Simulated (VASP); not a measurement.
**Na: single point with PBEsol**

Na:

```
Na
1.0
    -2.11750    2.11750    2.18102
     2.11750   -2.11750    2.18102
     2.11750    2.11750   -2.18102
Na
1
Direct
  0.00000 0.00000 0.00000
```

This cell differs from its parent crystal: strain +0.000 along x and y, +0.030 along z.

```
Program                : VASP 6.6.1
Task                   : single point
Functional             : PBEsol
Potentials or basis    : VASP PAW PBE potentials, release 64 (Na_pv)
Cutoff                 : 520 eV
k mesh                 : 16 × 16 × 16
Occupations            : gaussian, width 0.15 eV
Spin                   : no spin polarisation
Dipole correction      : no
Further INCAR settings : ALGO = Normal; EDIFF = 1e-06; NBANDS = 10
```

```json
{
 "Pressure": "-0.5 GPa",
 "Band gap on the k mesh": "zero (an odd number of electrons rules out a gap without spin polarisation)"
}
```

Levels at points of the mesh, in eV from the Fermi level:
```
           k point  band 1  band 2  band 3  band 4  band 5  band 6  band 7  band 8
(0.00, 0.00, 0.00)  -24.83  -24.83  -24.83   -3.16   11.25   11.25   11.68   12.16
(0.50, 0.00, 0.00)  -24.86  -24.84  -24.83    0.70    1.13    8.11    8.92    9.08
(0.50, 0.50, 0.00)  -24.86  -24.84  -24.83    0.81    1.26    7.75    8.56    8.71
(0.50, 0.50, 0.50)  -24.85  -24.85  -24.85    4.29    4.39    4.55    4.87    4.87
```

Wall time 42 s on 1 thread of Intel(R) Xeon(R) Platinum 8559C (Emerald Rapids), on a shared host, peak memory 0.23 GiB.

Caveat: the cell differs from its parent crystal (strain +0.000 along x and y, +0.030 along z); the PAW data sets were made with another functional, which shifts forces and pressure a little.
